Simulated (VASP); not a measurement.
**AgB2: single point with PBEsol**

AgB2:

```
CELL_PARAMETERS angstrom
3.03948 0.00000 0.00000
-1.51974 2.63227 0.00000
0.00000 0.00000 3.28264
ATOMIC_POSITIONS crystal
Ag 0.00000 0.00000 0.00000
B 0.33333 0.66667 0.50000
B 0.66667 0.33333 0.50000
```

* Program: VASP 6.6.1
* Task: single point
* Functional: PBEsol
* Potentials or basis: VASP PAW PBE potentials, release 64 (Ag, B)
* Cutoff: 520 eV
* k mesh: 16 × 16 × 13
* Occupations: fermi-dirac, width 0.05 eV
* Spin: no spin polarisation
* Dipole correction: no
* Further INCAR settings: ALGO = Normal; EDIFF = 1e-07; NBANDS = 16

| Quantity | Value |
| --- | --- |
| Pressure | 33.5 GPa |
| Band gap on the k mesh | zero (an odd number of electrons rules out a gap without spin polarisation) |

Stress tensor (GPa, compression positive):
```
23.09  0.00  0.00
 0.00 23.09  0.00
 0.00  0.00 54.25
```

Levels at points of the mesh, in eV from the Fermi level:
```tsv
k point	band 6	band 7	band 8	band 9	band 10	band 11
(0.00, 0.00, 0.00)	-4.94	-3.11	1.05	1.05	5.38	5.50
(0.50, 0.00, 0.00)	-4.43	-3.25	-3.21	2.89	4.15	6.00
```

Run time: 2.4 min on 1 thread of AMD EPYC 7R13 (shared host), peak memory 0.18 GiB.

Caveat: the stress differs along the axes, from 23 to 54 GPa; the PAW data sets were made with another functional, which shifts forces and pressure a little.
